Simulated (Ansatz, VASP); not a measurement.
## Si3GeO8: VASP beside Ansatz

POSCAR

```
Si3GeO8
1.0
    5.3609461000      0.0000000000      0.0000000000
    0.0000000000      5.3609461000      0.0000000000
    0.0000000000      0.0000000000      7.6175512000
Si Ge O
3 1 8
Direct
    0.0000000000      0.0000000000      0.0000000000
    0.5000000000      0.0000000000      0.2395310000
    0.0000000000      0.5000000000      0.7604690000
    0.5000000000      0.5000000000      0.5000000000
    0.7494640000      0.0000000000      0.1192170000
    0.2432520000      0.5000000000      0.6363600000
    0.5000000000      0.2432520000      0.3636400000
    0.0000000000      0.7494640000      0.8807830000
    0.5000000000      0.7567480000      0.3636400000
    0.0000000000      0.2505360000      0.8807830000
    0.2505360000      0.0000000000      0.1192170000
    0.7567480000      0.5000000000      0.6363600000
```

Contents of INCAR.step1:

```
SYSTEM = Si3GeO8
PREC = Accurate
ENCUT = 520
ISMEAR = 0
SIGMA = 0.02
LREAL = .FALSE.
LASPH = .TRUE.
NELM = 80
NBANDS = 49
GGA = PE
ALGO = Normal
EDIFF = 1E-4
LWAVE = .TRUE.
LCHARG = .FALSE.
```

Contents of INCAR.step2:

```
SYSTEM = Si3GeO8
PREC = Accurate
ENCUT = 520
EDIFF = 1E-7
ISMEAR = 0
SIGMA = 0.02
LREAL = .FALSE.
LASPH = .TRUE.
NELM = 80
ALGO = Normal
ISIF = 2
LWAVE = .FALSE.
LCHARG = .FALSE.
METAGGA = R2SCAN
LMIXTAU = .TRUE.
NBANDS = 49
ISTART = 1
```

The input KPOINTS:

```
Automatic mesh
0
G
  4 4 4
  0 0 0
```

Input for Ansatz:

```yaml
crystal:
  lattice:
    - [5.3609461, 0.0, 0.0]
    - [0.0, 5.3609461, 0.0]
    - [0.0, 0.0, 7.6175512]
  atoms:
    - { symbol: Si, position: [0.0, 0.0, 0.0] }
    - { symbol: Si, position: [0.5, 0.0, 0.239531] }
    - { symbol: Si, position: [0.0, 0.5, 0.760469] }
    - { symbol: Ge, position: [0.5, 0.5, 0.5] }
    - { symbol: O, position: [0.749464, 0.0, 0.119217] }
    - { symbol: O, position: [0.243252, 0.5, 0.63636] }
    - { symbol: O, position: [0.5, 0.243252, 0.36364] }
    - { symbol: O, position: [0.0, 0.749464, 0.880783] }
    - { symbol: O, position: [0.5, 0.756748, 0.36364] }
    - { symbol: O, position: [0.0, 0.250536, 0.880783] }
    - { symbol: O, position: [0.250536, 0.0, 0.119217] }
    - { symbol: O, position: [0.756748, 0.5, 0.63636] }
basis:
  ecutwfc: 500
kpoints:
  mp_grid: { grid: [4, 4, 4] }
  band_path:
    path:
      - [[0.0, 0.0, 0.0], [0.0, 0.5, 0.0], [0.5, 0.5, 0.0], [0.0, 0.0, 0.0], [0.0, 0.0, 0.5], [0.0, 0.5, 0.5], [0.5, 0.5, 0.5], [0.0, 0.0, 0.5]]
      - [[0.0, 0.5, 0.0], [0.0, 0.5, 0.5]]
      - [[0.5, 0.5, 0.0], [0.5, 0.5, 0.5]]
    npoints: 10
hamiltonian:
  xc: r2scan
scf:
  occupations: { method: gaussian, width: 0.02 }
  n_extra_bands: 30
output:
  forces: true
  stress: true
  eigenvalues: true
  populations: true
  dos: { projected: true, de: 0.02, nscf_kmesh: { grid: [6, 6, 6] } }
  bader: false
  write_density: true
  write_potential: true
  elf: true
  volumetric_format: npy
```

Alike in both runs: task single point; functional r2SCAN; k mesh 4 × 4 × 4; occupations gaussian, width 0.02 eV; no spin polarisation.

|  | VASP | Ansatz |
| --- | --- | --- |
| version | VASP 6.6.1 | Ansatz 0.2.0 |
| potentials or method | VASP PAW PBE potentials, release 64 (Si, Ge_d, O), cutoff 520 eV | scalar-relativistic, plane waves, PAW |
| valence electrons in the cell | 74 | 74 |

Ansatz gave:

| Property | Result |
| --- | --- |
| gap on the k mesh at the Fermi level (eV) | 5.33 |
| least direct gap on the mesh (eV) | 5.35 |
| pressure (GPa) | -3.7 |
| rms of the force components (eV/Å) | 0.047 |

Estimate VASP's values.

gap on the k mesh at the Fermi level (eV): 5.31; least direct gap on the mesh (eV): 5.32; pressure (GPa): -3.5; rms of the force components (eV/Å): 0.030.

VASP's potentials were made for PBE, not for r2SCAN. Atom by atom the forces differ by 0.018 eV/Å (rms over components). The functional is the same, so the differences come from potentials, cutoffs and numerics. Ansatz's warnings: xc potential rough in thin density.
